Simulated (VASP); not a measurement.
# TePt (R-3m) in VASP: single point with LDA

Aim: the single point of TePt with LDA.

Program: VASP 6.6.1. These are calculated values, not measurements. Logs are shortened: lines on timing, memory, paths and dates and some standing lists are left out, and cuts for length are marked.

## (1) The cell of the first run

The structure is trigonal, space group R-3m (No. 166). The conventional cell has a = 3.934 Å, b = 3.934 Å, c = 19.699 Å, α = 90.00°, β = 90.00°, γ = 120.00°. Within 3.6 Å of Te (site symmetry 3m) lie 6 Pt at 2.58 to 3.51 Å and 3 Te at 3.50 Å. Within 3.6 Å of Pt (site symmetry 3m) lie 6 Te at 2.58 to 3.51 Å and 3 Pt at 2.69 Å.

## (2) Single point, LDA

File INCAR:

```
PREC = Accurate ; ENCUT = 520
EDIFF = 1E-6 ; ISMEAR = -1
SIGMA = 0.15 ; LREAL = F
LASPH = T ; NELM = 100
ALGO = Normal ; ISIF = 2
LWAVE = F ; LCHARG = F
GGA = CA ; NBANDS = 24
```

File KPOINTS:

```
regular mesh
0
Gamma
  12 12 12
```

File POSCAR:

```
TePt
1.0
    1.9668860136      1.1355821694      6.5663660901
   -1.9668860136      1.1355821694      6.5663660901
    0.0000000000     -2.2711643388      6.5663660901
Te Pt
2 2
Direct
    0.5991742680      0.5991742680      0.5991742680
    0.4008257320      0.4008257320      0.4008257320
    0.8699183945      0.8699183945      0.8699183945
    0.1300816055      0.1300816055      0.1300816055
```

Potentials or basis: VASP PAW LDA potentials, release 64 (Te, Pt).

The run is started by

```
> cat potpaw_LDA.64/Te/POTCAR potpaw_LDA.64/Pt/POTCAR > POTCAR
> mpirun -np 1 vasp_std > vasp.out
```

OUTCAR:

```text
PREC = Accurate
   ENCUT = 520
   EDIFF = 1E-6
   ISMEAR = -1
   LREAL = F
   LASPH = T
   NELM = 100
   ISIF = 2
   GGA = CA

 ion  position               nearest neighbor table
   1  0.599  0.599  0.599-   3 2.58   3 2.58   3 2.58   2 3.50   2 3.50   2 3.50   4 3.51   4 3.51
                             4 3.51
   2  0.401  0.401  0.401-   4 2.58   4 2.58   4 2.58   1 3.50   1 3.50   1 3.50   3 3.51   3 3.51
                             3 3.51
   3  0.870  0.870  0.870-   1 2.58   1 2.58   1 2.58   4 2.69   4 2.69   4 2.69   2 3.51   2 3.51
                             2 3.51
   4  0.130  0.130  0.130-   2 2.58   2 2.58   2 2.58   3 2.69   3 2.69   3 2.69   1 3.51   1 3.51
                             1 3.51

  LATTYP: Found a trigonal (rhomboedric) cell.
 ALAT       =     6.9480465660
 COS(alpha) =     0.8397260505

  Lattice vectors:

 A1 = (   1.9668860136,   1.1355821694,   6.5663660901)
 A2 = (  -1.9668860136,   1.1355821694,   6.5663660901)
 A3 = (   0.0000000000,  -2.2711643388,   6.5663660901)

Analysis of symmetry for initial positions (statically):
=====================================================================
 Subroutine PRICEL returns:
 Original cell was already a primitive cell.

 Routine SETGRP: Setting up the symmetry group for a
 trigonal (rhombohedral) supercell.

 Subroutine GETGRP returns: Found 12 space group operations
 (whereof 12 operations were pure point group operations)
 out of a pool of 12 trial point group operations.

The static configuration has the point symmetry D_3d.

Analysis of symmetry for dynamics (positions and initial velocities):
=====================================================================
 Subroutine PRICEL returns:
 Original cell was already a primitive cell.

 Routine SETGRP: Setting up the symmetry group for a
 trigonal (rhombohedral) supercell.

 Subroutine GETGRP returns: Found 12 space group operations
 (whereof 12 operations were pure point group operations)
 out of a pool of 12 trial point group operations.

The dynamic configuration has the point symmetry D_3d.

 Subroutine INISYM returns: Found 12 space group operations
 (whereof 12 operations are pure point group operations),
 and found     1 'primitive' translations

----------------------------------------------------------------------------------------

                                     Primitive cell

  volume of cell :      87.9983
[... 92 lines left out ...]
   NELM   =    100;   NELMIN=  2; NELMDL= -5     # of ELM steps
   EDIFF  = 0.1E-05   stopping-criterion for ELM
   LREAL  =      F    real-space projection
   EDIFFG = 0.1E-04   stopping-criterion for IOM
   NSW    =      0    number of steps for IOM
   IBRION =     -1    ionic relax: 0-MD 1-quasi-New 2-CG
   NFREE  =      0    steps in history (QN), initial steepest desc. (CG)
   ISIF   =      2    stress and relaxation
   ISYM   =      2    0-nonsym 1-usesym 2-fastsym
   POTIM  = 0.5000    time-step for ionic-motion
   TEBEG  =    0.0;   TEEND  =   0.0 temperature during run
   PSTRESS=    0.0 pullay stress
   NELECT =      32.0000    total number of electrons
   NUPDOWN=      -1.0000    fix difference up-down
   EMIN   =  10.00;   EMAX   =-10.00  energy-range for DOS
   EFERMI =   0.00;   METHOD = LEGACY
   ISMEAR =    -1;   SIGMA  =   0.15  broadening in eV -4-tet -1-fermi 0-gaus
   EFERMI_NEDOS =   21; number of points for ismear=-14 and -15
   IALGO  =     38    algorithm
   IMIX   =      4    mixing-type and parameters
     AMIX     =   0.40;   BMIX     =  1.00
     AMIX_MAG =   1.60;   BMIX_MAG =  1.00
  volume/ion in A,a.u.               =      22.00       148.46
  Fermi-wavevector in a.u.,A,eV,Ry     =   1.168513  2.208169 18.577695  1.365422
  Thomas-Fermi vector in A             =   2.304998
   LORBIT       =      0    0 simple, 1 ext, 2 COOP (PROOUT), +10 PAW based schemes
   GGA     = CA    functional components
   LHFCALC =     F    Hartree Fock is set to
   AEXX    =    0.0000 exact exchange contribution
   IVDW    =     0    specifies the selected vdW correction
   LEPSILON=     F    determine dielectric tensor
   LRPA    =     F    only Hartree local field effects (RPA)
 non-spin polarized calculation
  energy-cutoff  :      520.00
  volume of cell :       88.00
 maximum number of plane-waves:      2403
 NGX is ok and might be reduce to    54
   NGX = 25   NGY = 25   NGZ = 25

 number of electron      31.9999999 magnetization

 Free energy of the ion-electron system (eV)
  ---------------------------------------------------
  ext. energy  EPLUGINS =         0.00000000
  ---------------------------------------------------
  free energy    TOTEN  =       -24.09583349 eV

  energy without entropy =      -23.96146808  energy(sigma->0) =      -24.02865078

 E-fermi :   8.7284     XC(G=0): -11.2597

 val. band max:        8.6985945024   @ k =  -0.3333   0.4167   0.0833
 cond. band min:       8.7286836224   @ k =   0.4167   0.4167   0.1667
 fundamental gap:      0.0300891200
 Fermi energy:         8.7284236755

 k-point     1 :       0.0000    0.0000    0.0000
  band No.  band energies     occupation
      1      -4.8150      2.00000
      2      -3.1195      2.00000
      3       1.7018      2.00000
      4       3.0534      2.00000
      5       3.0534      2.00000
      6       3.7846      2.00000
[... 637 lines left out ...]
     23      16.3947      0.00000
     24      18.0387      0.00000

 [... further k-points ...]

------------------------ aborting loop because EDIFF is reached ----------------------------------------

  FORCE on cell =-STRESS in cart. coord.  units (eV):
  Direction    XX          YY          ZZ          XY          YZ          ZX
  --------------------------------------------------------------------------------------
  -------------------------------------------------------------------------------------
  Total        0.1441293      0.1441293      0.0751661      0.0000000     -0.0000000      0.0000000
  in kB        2.6241499      2.6241499      1.3685427      0.0000000     -0.0000000      0.0000000
  external PRESSURE =       2.2056141 kB  Pullay stress =       0.0000000 kB

 VOLUME and BASIS-vectors are now :
 -----------------------------------------------------------------------------
  energy-cutoff  :      520.00
  volume of cell :       88.00
      direct lattice vectors                 reciprocal lattice vectors
     1.966886014  1.135582169  6.566366090     0.254208936  0.146767597  0.050763745
    -1.966886014  1.135582169  6.566366090    -0.254208936  0.146767597  0.050763745
     0.000000000 -2.271164339  6.566366090     0.000000000 -0.293535195  0.050763745

 POSITION                                       TOTAL-FORCE (eV/Angst)
 -----------------------------------------------------------------------------------
      0.00000      0.00000     11.80319         0.000000      0.000000      0.026468
      0.00000      0.00000      7.89591         0.000000     -0.000000     -0.026468
      0.00000      0.00000     17.13661         0.000000      0.000000      0.021819
      0.00000      0.00000      2.56249         0.000000     -0.000000     -0.021819
 -----------------------------------------------------------------------------------
    total drift:                               -0.000000      0.000000     -0.000000

  FREE ENERGIE OF THE ION-ELECTRON SYSTEM (eV)
  ---------------------------------------------------
  free  energy   TOTEN  =       -24.0958334851 eV

  energy  without entropy=      -23.9614680754  energy(sigma->0) =      -24.02865078
```

It took 26 min on 1 thread of AMD EPYC 7R13, shared host; peak memory 0.54 GiB.

Results:

| Quantity | Value |
| --- | --- |
| Free energy | -24.0958 eV |
| Pressure | 0.2 GPa |
| Largest force | 0.026 eV/Å |
| Band gap on the k mesh | zero (bands 16 and 17 overlap by 2.67 eV) |

Forces on the atoms (eV/Å):
```
Te   0.000  0.000  0.026
Te   0.000  0.000 -0.026
Pt   0.000  0.000  0.022
Pt   0.000  0.000 -0.022
```

Stress tensor (GPa, compression positive):
```
0.26 0.00 0.00
0.00 0.26 0.00
0.00 0.00 0.14
```

Caveat: spin-orbit coupling is left out, which moves the levels of the heavy elements.
